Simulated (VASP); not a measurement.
**Tl: single point with PBEsol**

Tl:

```
Tl
1.0
    -3.05379    3.05379    1.61676
     3.05379   -3.05379    1.61676
     3.05379    3.05379   -1.61676
Tl
2
Direct
  0.00000 0.00000 0.00000
  0.75000 0.25000 0.50000
```

- Program: VASP 6.6.1
- Task: single point
- Functional: PBEsol
- Potentials or basis: VASP PAW PBE potentials, release 64 (Tl_d)
- Cutoff: 520 eV
- k mesh: 18 × 18 × 18
- Occupations: gaussian, width 0.1 eV
- Spin: no spin polarisation

```
Pressure               : 0.0 GPa
Band gap on the k mesh : zero (band 13 reaches 8.60 eV, above the bottom of band 14 at 2.76 eV)
```

Levels at points of the mesh, in eV from the Fermi level:
```
           k point  band 11  band 12  band 13  band 14  band 15  band 16
(0.00, 0.00, 0.00)   -10.01    -3.06    -0.36    -0.36     4.83     7.53
(0.50, 0.00, 0.00)    -5.57    -4.08    -1.06    -0.01     0.82     4.33
(0.50, 0.50, 0.00)    -7.79    -7.79     2.53     2.53     2.75     2.75
(0.50, 0.50, 0.50)    -6.32    -6.32    -3.21    -3.21     7.34     7.34
```

Run time: 8.7 min on 1 thread of Oxide Virtual Turin-like Processor (shared host), peak memory 0.53 GiB.

Caveat: the PAW data sets were made with another functional, which shifts forces and pressure a little; spin-orbit coupling is left out, which moves the levels of the heavy elements.
